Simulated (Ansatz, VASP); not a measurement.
## TiW14: VASP beside Ansatz

```
Ti W
1.0
     6.32000    0.00000    0.00000
     0.00000    6.32000    0.00000
     0.00000    0.00000    6.32000
Ti W
1 14
Direct
  0.24262 0.75738 0.24262
  0.50310 0.00174 0.99826
  0.99826 0.49690 0.99826
  0.99826 0.00174 0.50310
  0.24893 0.24796 0.24893
  0.49942 0.50058 0.00046
  0.49942 0.99954 0.49942
  0.75464 0.24536 0.24594
  0.00046 0.50058 0.49942
  0.24594 0.24536 0.75464
  0.50207 0.49793 0.50207
  0.75204 0.75107 0.24893
  0.75128 0.24872 0.75128
  0.24893 0.75107 0.75204
  0.75464 0.75406 0.75464
```

Alike in both runs: functional PBE; k mesh 3 × 3 × 3; occupations gaussian, width 0.05 eV; no spin polarisation.

Ansatz relaxed the structure, and its values are those at the end. VASP's run is a single point on that final structure, the one shown.

|  | VASP | Ansatz |
| --- | --- | --- |
| version | VASP 6.6.1 | Ansatz 0.2.0 |
| potentials or method | VASP PAW PBE potentials, release 64 (Ti_sv, W_sv), cutoff 520 eV | scalar-relativistic, plane waves, PAW |
| valence electrons in the cell | 208 | 208 |

VASP gave:

```
rms of the force components (eV/Å) : 0.011
```

Q: Which values does Ansatz return?

A: rms of the force components (eV/Å): 0.009.

The functional is the same, so the differences come from potentials, cutoffs and numerics.

Spin-orbit coupling is off throughout.
